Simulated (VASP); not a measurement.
Write the native input for VASP 6.6.1 that does the following.

```yaml
Task: single point
Functional: PBE
Potentials_or_basis: VASP PAW PBE potentials, release 64 (Na_pv, Cl)
Cutoff: 520 eV
k_mesh: 4 × 4 × 4
Occupations: gaussian, width 0.01 eV
Spin: no spin polarisation
Dipole_correction: no
Further_INCAR_settings: ALGO = Normal; EDIFF = 1e-06; NBANDS = 14
```

The structure of NaCl lies in POSCAR:

```
NaCl
1.0
    0.0000000000      2.8027925223      2.8027925223
    2.8027925223      0.0000000000      2.8027925223
    2.8027925223      2.8027925223      0.0000000000
Na Cl
1 1
Direct
    0.0000000000      0.0000000000      0.0000000000
    0.5000000000      0.5000000000      0.5000000000
```

These files were run (other wordings do the same):

INCAR

```
PREC = Accurate
ENCUT = 520
EDIFF = 1E-6
ISMEAR = 0
SIGMA = 0.01
LREAL = F
LASPH = T
NELM = 80
ALGO = Normal
ISIF = 2
LWAVE = F
LCHARG = F
GGA = PE
NBANDS = 14
```

KPOINTS

```
regular mesh
0
Gamma
  4 4 4
```

Potentials or basis: VASP PAW PBE potentials, release 64 (Na_pv, Cl).

Launch:

```bash
$ cat potpaw_PBE.64/Na_pv/POTCAR potpaw_PBE.64/Cl/POTCAR > POTCAR
$ mpirun -np 1 vasp_std > vasp.out
```

It gave:

The pressure is 1.3 GPa and the band gap on the k mesh is 5.18 eV, direct.

Caveat: the k points lie up to 0.49 Å⁻¹ apart.

Wall time 7.7 s on 1 thread of Intel Xeon 6975P-C (shared host), peak memory 0.15 GiB.
